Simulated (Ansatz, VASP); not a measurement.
**LiF in VASP and in Ansatz**

The input INCAR:

```
SYSTEM = LiF
ALGO = Normal ; EDIFF = 1E-6
ENCUT = 520 ; GGA = PE
ISIF = 2 ; ISMEAR = 0
LASPH = .TRUE. ; LCHARG = .FALSE.
LREAL = .FALSE. ; LWAVE = .FALSE.
NBANDS = 18 ; NELM = 60
PREC = Accurate ; SIGMA = 0.05
```

The input KPOINTS:

```
k-points
0
G
  9 9 6
  0 0 0
```

POSCAR

```
LiF
1.0
    3.1259140087      0.0000000000      0.0000000000
   -1.5629570043      2.7071209416      0.0000000000
    0.0000000000      0.0000000000      4.9018781194
Li F
2 2
Direct
    0.3333333333      0.6666666667      0.3606709794
    0.6666666667      0.3333333333      0.8606709794
    0.3333333333      0.6666666667      0.9939266766
    0.6666666667      0.3333333333      0.4939266766
```

Input for Ansatz:

```yaml
crystal:
  lattice:
    - [3.1259140087, 0.0, 0.0]
    - [-1.5629570043, 2.7071209416, 0.0]
    - [0.0, 0.0, 4.9018781194]
  atoms:
    - { symbol: Li, position: [0.3333333333, 0.6666666667, 0.3606709794] }
    - { symbol: Li, position: [0.6666666667, 0.3333333333, 0.8606709794] }
    - { symbol: F, position: [0.3333333333, 0.6666666667, 0.9939266766] }
    - { symbol: F, position: [0.6666666667, 0.3333333333, 0.4939266766] }
basis:
  ecutwfc: 520.0
kpoints:
  mp_grid: { grid: [9, 9, 6] }
hamiltonian:
  xc: pbe
scf:
  occupations: { method: gaussian, width: 0.05 }
output:
  forces: true
  stress: true
  eigenvalues: true
```

Alike in both runs: task single point; functional PBE; k mesh 9 × 9 × 6; occupations gaussian, width 0.05 eV; no spin polarisation.

|  | VASP | Ansatz |
| --- | --- | --- |
| version | VASP 6.6.1 | Ansatz 0.2.0 |
| potentials or method | VASP PAW PBE potentials, release 64 (Li_sv, F), cutoff 520 eV | scalar-relativistic, plane waves, PAW |
| valence electrons in the cell | 20 | 20 |

Ansatz gave:

| Property | Result |
| --- | --- |
| gap on the k mesh at the Fermi level (eV) | 7.68 |
| least direct gap on the mesh (eV) | 7.68 |
| rms of the force components (eV/Å) | 0.211 |

Which values does VASP return?

gap on the k mesh at the Fermi level (eV): 7.67; least direct gap on the mesh (eV): 7.67; rms of the force components (eV/Å): 0.220.

Atom by atom the forces differ by 0.009 eV/Å (rms over components).

Noted on VASP's run: the cutoff is under 1.25 times that of the potentials, so the pressure is a little rough.
